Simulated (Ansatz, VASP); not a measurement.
## One calculation of Na, two programs

The input INCAR:

```
SYSTEM = Na
ALGO = Normal
EDIFF = 1E-6
ENCUT = 520
GGA = PS
ISIF = 2
ISMEAR = -1
LASPH = .TRUE.
LCHARG = .FALSE.
LREAL = .FALSE.
LWAVE = .FALSE.
NBANDS = 22
NELM = 100
PREC = Accurate
SIGMA = 0.05
```

File KPOINTS:

```
k-points
0
G
  8 8 3
  0 0 0
```

The input POSCAR:

```
Na
1.0
    3.7490779570      0.0000000000      0.0000000000
   -1.8745389785      3.2467967515      0.0000000000
    0.0000000000      0.0000000000     12.7023052170
Na
4
Direct
    0.6666666667      0.3333333333      0.7500000000
    0.0000000000      0.0000000000      0.5000000000
    0.3333333333      0.6666666667      0.2500000000
    0.0000000000      0.0000000000      0.0000000000
```

The input input.yaml:

```yaml
crystal:
  lattice:
    - [3.749077957, 0.0, 0.0]
    - [-1.8745389785, 3.2467967515, 0.0]
    - [0.0, 0.0, 12.702305217]
  atoms:
    - { symbol: Na, position: [0.6666666667, 0.3333333333, 0.75] }
    - { symbol: Na, position: [0.0, 0.0, 0.5] }
    - { symbol: Na, position: [0.3333333333, 0.6666666667, 0.25] }
    - { symbol: Na, position: [0.0, 0.0, 0.0] }
kpoints:
  mp_grid: { grid: [8, 8, 3] }
scf:
  occupations: { method: fermi_dirac, width: 0.05 }
hamiltonian:
  xc: pbesol
  pseudopotentials: { kind: all_electron, lapw: { basis_error: 0.001 } }
output:
  forces: true
  stress: true
  eigenvalues: true
```

Change from the starting cell: volume scaled by 1.04.

Alike in both runs: task single point; functional PBEsol; k mesh 8 × 8 × 3; occupations fermi-dirac, width 0.05 eV; no spin polarisation.

|  | VASP | Ansatz |
| --- | --- | --- |
| version | VASP 6.6.1 | Ansatz 0.2.0 |
| potentials or method | VASP PAW PBE potentials, release 64 (Na_pv), cutoff 520 eV | all-electron LAPW, scalar-relativistic |

|  | VASP | Ansatz | Ansatz less VASP |
| --- | --- | --- | --- |
| gap on the k mesh at the Fermi level (eV) | none | none | - |
| pressure (GPa) | -0.4 | -0.4 | 0.00 |
| traceless stress, the component that is largest in VASP (GPa) | -0.59 | -0.59 | +0.003 |

VASP's potentials were made for PBE, not for PBEsol. A gap of «none» marks a metal or a gap that the smearing closes. Ansatz ran all-electron here, and VASP with PAW potentials.
